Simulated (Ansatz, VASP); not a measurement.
**Na: VASP beside Ansatz**

```
Na
1.0
     3.72489    0.00000    0.00000
    -1.86244    3.22585    0.00000
     0.00000    0.00000   12.62035
Na
4
Direct
  0.66667 0.33333 0.75000
  0.00000 0.00000 0.50000
  0.33333 0.66667 0.25000
  0.00000 0.00000 0.00000
```

Change from the starting cell: volume scaled by 1.02.

Alike in both runs: task single point; functional LDA; k mesh 8 × 8 × 3; occupations fermi-dirac, width 0.05 eV; no spin polarisation.

```csv
,VASP,Ansatz
version,VASP 6.6.1,Ansatz 0.2.0
potentials or method,"VASP PAW LDA potentials, release 64 (Na_pv), cutoff 520 eV","all-electron LAPW, scalar-relativistic"
```

|  | VASP | Ansatz | Ansatz less VASP |
| --- | --- | --- | --- |
| gap on the k mesh at the Fermi level (eV) | none | none | - |
| pressure (GPa) | -1.0 | -0.9 | +0.07 |
| traceless stress, the component that is largest in VASP (GPa) | -0.59 | -0.59 | +0.002 |

LDA's correlation is that of Perdew and Zunger in VASP and of Perdew and Wang (1992) in Ansatz. A gap of «none» marks a metal or a gap that the smearing closes. Ansatz ran all-electron here, and VASP with PAW potentials.
